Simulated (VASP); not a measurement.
## NaF: single point with PBE

Crystal: NaF.

```xyz
4
Lattice="3.3700 0.0000 0.0000 0.0000 3.3700 0.0000 0.0000 0.0000 4.6684" Properties=species:S:1:pos:R:3 pbc="T T T"
Na    0.0000    0.0000    0.0000
Na    1.6850    1.6850    2.3342
F     1.6850    1.6850    0.0000
F     0.0000    0.0000    2.3342
```

* Program: VASP 6.6.1
* Task: single point
* Functional: PBE
* Potentials or basis: VASP PAW PBE potentials, release 64 (Na_pv, F)
* Cutoff: 600 eV
* k mesh: 8 × 8 × 6
* Occupations: gaussian, width 0.02 eV
* Spin: no spin polarisation
* Dipole correction: no
* Further INCAR settings: ALGO = Normal; EDIFF = 1e-06; NBANDS = 22

```
Pressure               : -1.1 GPa
Band gap on the k mesh : 5.97 eV
```

Stress tensor (GPa, compression positive):
```
-1.50  0.00  0.00
 0.00 -1.50  0.00
 0.00  0.00 -0.16
```

Levels at points of the mesh, in eV from the valence-band top:
```csv
k point,band 12,band 13,band 14,band 15,band 16,band 17
"(0.00, 0.00, 0.00)",0.00,0.00,0.00,5.97,12.82,12.96
"(0.50, 0.00, 0.00)",-0.51,-0.23,-0.23,9.89,9.89,13.62
"(0.50, 0.50, 0.00)",-0.38,-0.35,-0.35,12.55,12.55,12.96
"(0.00, 0.00, 0.50)",-0.21,-0.21,-0.21,8.34,8.34,14.64
"(0.50, 0.00, 0.50)",-0.23,-0.22,-0.22,10.40,10.40,11.93
"(0.50, 0.50, 0.50)",-0.80,-0.54,-0.54,12.76,12.76,12.76
```

Wall time 47 s on 1 thread of Intel(R) Xeon(R) Platinum 8375C CPU @ 2.90GHz (Ice Lake), with other jobs on the host, peak memory 0.21 GiB.

A k mesh can miss the band edges.
